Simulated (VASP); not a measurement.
# Mg7VO8 (Fm-3m) in VASP: single point with PBE

Aim: the single point of Mg7VO8 with PBE.

Everything below comes from runs of VASP 6.6.1. Logs are shortened: lines on timing, memory, paths and dates and some standing lists are left out, and cuts for length are marked.

### 1 The cell of the first run

Symmetry: Fm-3m, No. 225, cubic system. The conventional cell has a = 8.424 Å, b = 8.424 Å, c = 8.424 Å, α = 90.00°, β = 90.00°, γ = 90.00°. V (site symmetry m-3m) has 6 O at 2.11 Å within 2.8 Å. O (site symmetry -43m) has 6 Mg at 2.11 Å within 2.8 Å. O (site symmetry 4mm) has 1 V at 2.11 Å and 5 Mg at 2.11 Å within 2.8 Å. Within 2.8 Å of Mg (site symmetry mmm) lie 6 O at 2.11 Å. Mg (site symmetry m-3m) has 6 O at 2.11 Å within 2.8 Å.

### 2 Single point, PBE, collinear spin, ferromagnetic start

INCAR reads:

```
PREC = Accurate ; ENCUT = 600
EDIFF = 1E-6 ; ISMEAR = -1
SIGMA = 0.01 ; LREAL = False
LASPH = True ; NELM = 200
ALGO = Normal ; ISIF = 2
LWAVE = False ; LCHARG = True
ISPIN = 2 ; MAGMOM = 3 0 0 0 0 0 0 0 0 0 0 0 0 0 0 0
LORBIT = 11 ; LMAXMIX = 4
GGA = PE ; LELF = True
LVHAR = True ; NBANDS = 56
GGA_COMPAT = False
```

KPOINTS reads:

```
regular mesh
0
Gamma
  1 1 1
```

POSCAR reads:

```
Mg7VO8
1.0
    0.0000000000      4.2120000000      4.2120000000
    4.2120000000      0.0000000000      4.2120000000
    4.2120000000      4.2120000000      0.0000000000
V O Mg
1 8 7
Direct
    0.0000000000      0.0000000000      0.0000000000
    0.2500000000      0.2500000000      0.2500000000
    0.2500000000      0.2500000000      0.7500000000
    0.2500000000      0.7500000000      0.2500000000
    0.2500000000      0.7500000000      0.7500000000
    0.7500000000      0.2500000000      0.2500000000
    0.7500000000      0.2500000000      0.7500000000
    0.7500000000      0.7500000000      0.2500000000
    0.7500000000      0.7500000000      0.7500000000
    0.0000000000      0.0000000000      0.5000000000
    0.0000000000      0.5000000000      0.0000000000
    0.0000000000      0.5000000000      0.5000000000
    0.5000000000      0.0000000000      0.0000000000
    0.5000000000      0.0000000000      0.5000000000
    0.5000000000      0.5000000000      0.0000000000
    0.5000000000      0.5000000000      0.5000000000
```

Potentials or basis: VASP PAW PBE potentials, release 64 (V_sv, O, Mg).

Started as:

```sh
$ cat potpaw_PBE.64/V_sv/POTCAR potpaw_PBE.64/O/POTCAR potpaw_PBE.64/Mg/POTCAR > POTCAR
$ mpirun -np 1 vasp_gam > vasp.out
```

OUTCAR:

```text
PREC = Accurate
   ENCUT = 600
   EDIFF = 1E-6
   ISMEAR = -1
   LREAL = False
   LASPH = True
   NELM = 200
   ISIF = 2
   ISPIN = 2
   LORBIT = 11
   GGA = PE

 ion  position               nearest neighbor table
   1  0.000  0.000  0.000-   3 2.11   4 2.11   5 2.11   6 2.11   7 2.11   8 2.11  10 2.98  11 2.98
                            13 2.98  10 2.98  12 2.98  14 2.98  11 2.98  12 2.98  15 2.98  13 2.98
   2  0.250  0.250  0.250-  10 2.11  11 2.11  12 2.11  13 2.11  14 2.11  15 2.11
   3  0.250  0.250  0.750-   1 2.11  11 2.11  12 2.11  13 2.11  14 2.11  16 2.11
   4  0.250  0.750  0.250-   1 2.11  10 2.11  12 2.11  13 2.11  15 2.11  16 2.11
   5  0.250  0.750  0.750-   1 2.11  10 2.11  11 2.11  14 2.11  15 2.11  16 2.11
   6  0.750  0.250  0.250-   1 2.11  10 2.11  11 2.11  14 2.11  15 2.11  16 2.11
   7  0.750  0.250  0.750-   1 2.11  10 2.11  12 2.11  13 2.11  15 2.11  16 2.11
   8  0.750  0.750  0.250-   1 2.11  11 2.11  12 2.11  13 2.11  14 2.11  16 2.11
   9  0.750  0.750  0.750-  10 2.11  11 2.11  12 2.11  13 2.11  14 2.11  15 2.11
  10  0.000  0.000  0.500-   2 2.11   4 2.11   5 2.11   6 2.11   7 2.11   9 2.11   1 2.98  12 2.98
                            14 2.98   1 2.98  11 2.98  13 2.98  11 2.98  12 2.98  16 2.98  13 2.98
  11  0.000  0.500  0.000-   2 2.11   3 2.11   5 2.11   6 2.11   8 2.11   9 2.11   1 2.98  12 2.98
                            15 2.98  10 2.98  12 2.98  16 2.98   1 2.98  10 2.98  13 2.98  13 2.98
  12  0.000  0.500  0.500-   2 2.11   3 2.11   4 2.11   7 2.11   8 2.11   9 2.11  10 2.98  11 2.98
                            16 2.98   1 2.98  11 2.98  15 2.98   1 2.98  10 2.98  14 2.98  14 2.98
  13  0.500  0.000  0.000-   2 2.11   3 2.11   4 2.11   7 2.11   8 2.11   9 2.11   1 2.98  14 2.98
                            15 2.98  10 2.98  14 2.98  16 2.98  11 2.98  15 2.98  16 2.98   1 2.98
  14  0.500  0.000  0.500-   2 2.11   3 2.11   5 2.11   6 2.11   8 2.11   9 2.11  10 2.98  13 2.98
                            16 2.98   1 2.98  13 2.98  15 2.98  12 2.98  15 2.98  16 2.98   1 2.98
  15  0.500  0.500  0.000-   2 2.11   4 2.11   5 2.11   6 2.11   7 2.11   9 2.11  11 2.98  13 2.98
                            16 2.98  12 2.98  14 2.98  16 2.98   1 2.98  13 2.98  14 2.98   1 2.98
  16  0.500  0.500  0.500-   3 2.11   4 2.11   5 2.11   6 2.11   7 2.11   8 2.11  12 2.98  14 2.98
                            15 2.98  11 2.98  13 2.98  15 2.98  10 2.98  13 2.98  14 2.98  10 2.98

  LATTYP: Found a face centered cubic cell.
 ALAT       =     8.4240000000

  Lattice vectors:

 A1 = (   0.0000000000,   4.2120000000,   4.2120000000)
 A2 = (   4.2120000000,   0.0000000000,   4.2120000000)
 A3 = (   4.2120000000,   4.2120000000,   0.0000000000)

Analysis of symmetry for initial positions (statically):
=====================================================================
 Subroutine PRICEL returns:
 Original cell was already a primitive cell.

 Routine SETGRP: Setting up the symmetry group for a
 face centered cubic supercell.

 Subroutine GETGRP returns: Found 48 space group operations
 (whereof 48 operations were pure point group operations)
 out of a pool of 48 trial point group operations.

The static configuration has the point symmetry O_h .

Analysis of symmetry for dynamics (positions and initial velocities):
=====================================================================
 Subroutine PRICEL returns:
 Original cell was already a primitive cell.

 Routine SETGRP: Setting up the symmetry group for a
 face centered cubic supercell.

 Subroutine GETGRP returns: Found 48 space group operations
 (whereof 48 operations were pure point group operations)
 out of a pool of 48 trial point group operations.

The dynamic configuration has the point symmetry O_h .

Analysis of structural, dynamic, and magnetic symmetry:
=====================================================================
 Subroutine PRICEL returns:
 Original cell was already a primitive cell.

 Routine SETGRP: Setting up the symmetry group for a
 face centered cubic supercell.

 Subroutine GETGRP returns: Found 48 space group operations
 (whereof 48 operations were pure point group operations)
 out of a pool of 48 trial point group operations.

The overall configuration has the point symmetry O_h .

 Subroutine INISYM returns: Found 48 space group operations
 (whereof 48 operations are pure point group operations),
 and found     1 'primitive' translations

----------------------------------------------------------------------------------------

                                     Primitive cell

  volume of cell :     149.4497

  direct lattice vectors                    reciprocal lattice vectors
     0.000000000  4.212000000  4.212000000    -0.118708452  0.118708452  0.118708452
[... 86 lines left out ...]
   LSORBIT =      F    spin-orbit coupling
   LASPH  =      T    aspherical Exc in radial PAW
   ENCUT  =  600.0 eV  44.10 Ry    6.64 a.u.  11.90 11.90 11.90*2*pi/ulx,y,z
   NELM   =    200;   NELMIN=  2; NELMDL= -5     # of ELM steps
   EDIFF  = 0.1E-05   stopping-criterion for ELM
   LREAL  =      F    real-space projection
   EDIFFG = 0.1E-04   stopping-criterion for IOM
   NSW    =      0    number of steps for IOM
   IBRION =     -1    ionic relax: 0-MD 1-quasi-New 2-CG
   NFREE  =      0    steps in history (QN), initial steepest desc. (CG)
   ISIF   =      2    stress and relaxation
   ISYM   =      2    0-nonsym 1-usesym 2-fastsym
   POTIM  = 0.5000    time-step for ionic-motion
   TEBEG  =    0.0;   TEEND  =   0.0 temperature during run
   PSTRESS=    0.0 pullay stress
   NELECT =      75.0000    total number of electrons
   NUPDOWN=      -1.0000    fix difference up-down
   EMIN   =  10.00;   EMAX   =-10.00  energy-range for DOS
   EFERMI =   0.00;   METHOD = LEGACY
   ISMEAR =    -1;   SIGMA  =   0.01  broadening in eV -4-tet -1-fermi 0-gaus
   EFERMI_NEDOS =   21; number of points for ismear=-14 and -15
   IALGO  =     38    algorithm
   IMIX   =      4    mixing-type and parameters
     AMIX     =   0.40;   BMIX     =  1.00
     AMIX_MAG =   1.60;   BMIX_MAG =  1.00
  volume/ion in A,a.u.               =       9.34        63.03
  Fermi-wavevector in a.u.,A,eV,Ry     =   1.300959  2.458456 23.027778  1.692494
  Thomas-Fermi vector in A             =   2.432124
   LORBIT       =     11    0 simple, 1 ext, 2 COOP (PROOUT), +10 PAW based schemes
   GGA     = PE    functional components
   LHFCALC =     F    Hartree Fock is set to
   AEXX    =    0.0000 exact exchange contribution
   IVDW    =     0    specifies the selected vdW correction
   LEPSILON=     F    determine dielectric tensor
   LRPA    =     F    only Hartree local field effects (RPA)
 spin polarized calculation
  energy-cutoff  :      600.00
  volume of cell :      149.45
 maximum number of plane-waves:      2515
 NGX is ok and might be reduce to    48
   NGX = 23   NGY = 23   NGZ = 23

 number of electron      75.0000033 magnetization       2.9993789

 Free energy of the ion-electron system (eV)
  ---------------------------------------------------
  ext. energy  EPLUGINS =         0.00000000
  ---------------------------------------------------
  free energy    TOTEN  =       -94.55754661 eV

  energy without entropy =      -94.55754661  energy(sigma->0) =      -94.55754661

 E-fermi :   7.5692     XC(G=0): -11.2350

 val. band max:        7.2378768836   @ k =   0.0000   0.0000   0.0000
 cond. band min:       8.5446944579   @ k =   0.0000   0.0000   0.0000
 fundamental gap:      1.3068175743
 Fermi energy:         7.5692357637

 spin component 1

 k-point     1 :       0.0000    0.0000    0.0000
  band No.  band energies     occupation
      1     -57.1169      1.00000
      2     -31.0775      1.00000
      3     -31.0773      1.00000
      4     -31.0773      1.00000
      5     -13.3434      1.00000
      6     -12.0210      1.00000
[... 41 lines left out ...]
     48      13.6441      0.00000
     49      13.8205      0.00000
 Fermi energy:         7.5692357637

 spin component 2

 k-point     1 :       0.0000    0.0000    0.0000
  band No.  band energies     occupation
      1     -54.7245      1.00000
      2     -28.7106      1.00000
      3     -28.7106      1.00000
      4     -28.7106      1.00000
      5     -13.3088      1.00000
      6     -12.0014      1.00000
[... 41 lines left out ...]
     48      13.6953      0.00000
     49      14.3543      0.00000
 [bands above 49 left out]

------------------------ aborting loop because EDIFF is reached ----------------------------------------

  FORCE on cell =-STRESS in cart. coord.  units (eV):
  Direction    XX          YY          ZZ          XY          YZ          ZX
  --------------------------------------------------------------------------------------
  -------------------------------------------------------------------------------------
  Total        7.4000491      7.4000491      7.4000491     -0.0000000      0.0000000     -0.0000000
  in kB       79.3323098     79.3323098     79.3323098     -0.0000000      0.0000000     -0.0000000
  external PRESSURE =      79.3323098 kB  Pullay stress =       0.0000000 kB

 VOLUME and BASIS-vectors are now :
 -----------------------------------------------------------------------------
  energy-cutoff  :      600.00
  volume of cell :      149.45
      direct lattice vectors                 reciprocal lattice vectors
     0.000000000  4.212000000  4.212000000    -0.118708452  0.118708452  0.118708452
     4.212000000  0.000000000  4.212000000     0.118708452 -0.118708452  0.118708452
     4.212000000  4.212000000  0.000000000     0.118708452  0.118708452 -0.118708452

 POSITION                                       TOTAL-FORCE (eV/Angst)
 -----------------------------------------------------------------------------------
      0.00000      0.00000      0.00000        -0.000000      0.000000      0.000000
      2.10600      2.10600      2.10600        -0.000000     -0.000000      0.000000
      4.21200      4.21200      2.10600        -0.000000      0.000000      0.299309
      4.21200      2.10600      4.21200        -0.000000      0.299309      0.000000
      6.31800      4.21200      4.21200        -0.299309      0.000000      0.000000
      2.10600      4.21200      4.21200         0.299309      0.000000      0.000000
[... 8 lines left out ...]
      2.10600      2.10600      4.21200        -0.000000     -0.000000      0.000000
      4.21200      4.21200      4.21200        -0.000000      0.000000      0.000000
 -----------------------------------------------------------------------------------
    total drift:                                0.000000     -0.000000     -0.000000

  FREE ENERGIE OF THE ION-ELECTRON SYSTEM (eV)
  ---------------------------------------------------
  free  energy   TOTEN  =       -94.5575466146 eV

  energy  without entropy=      -94.5575466146  energy(sigma->0) =      -94.55754661

 total charge

# of ion       s       p       d       tot
------------------------------------------
    1        2.156   6.170   3.258  11.584
    2        1.504   3.653   0.000   5.157
    3        1.510   3.633   0.000   5.143
    4        1.510   3.633   0.000   5.143
    5        1.510   3.633   0.000   5.143
    6        1.510   3.633   0.000   5.143
[... 8 lines left out ...]
   15        0.123   0.175   0.089   0.387
   16        0.132   0.183   0.079   0.394
--------------------------------------------------
tot         15.096  36.504   3.869  55.468

 magnetization (x)

# of ion       s       p       d       tot
------------------------------------------
    1        0.015   0.018   2.452   2.485
    2       -0.000  -0.001   0.000  -0.002
    3       -0.002  -0.004   0.000  -0.006
    4       -0.002  -0.004   0.000  -0.006
    5       -0.002  -0.004   0.000  -0.006
    6       -0.002  -0.004   0.000  -0.006
[... 8 lines left out ...]
   15        0.001   0.000   0.005   0.005
   16       -0.002  -0.001   0.006   0.003
--------------------------------------------------
tot          0.005  -0.009   2.487   2.483
```

It took 43 s on 1 thread of Intel Xeon 6975P-C (Granite Rapids), shared host; peak memory 0.39 GiB.

What came out:

```
Free energy                                           : -94.5575 eV
Pressure                                              : 7.9 GPa
Net moment                                            : 3.00 μB per cell
Site moments                                          : V +2.48; O -0.00, -0.01 (each value once); Mg +0.01, +0.00 (each value once) μB
Valence electrons inside the program's atomic spheres : V 11.58; O 5.16, 5.14 (each value once); Mg 0.39
```

Caveat: the k points lie up to 1.29 Å⁻¹ apart.
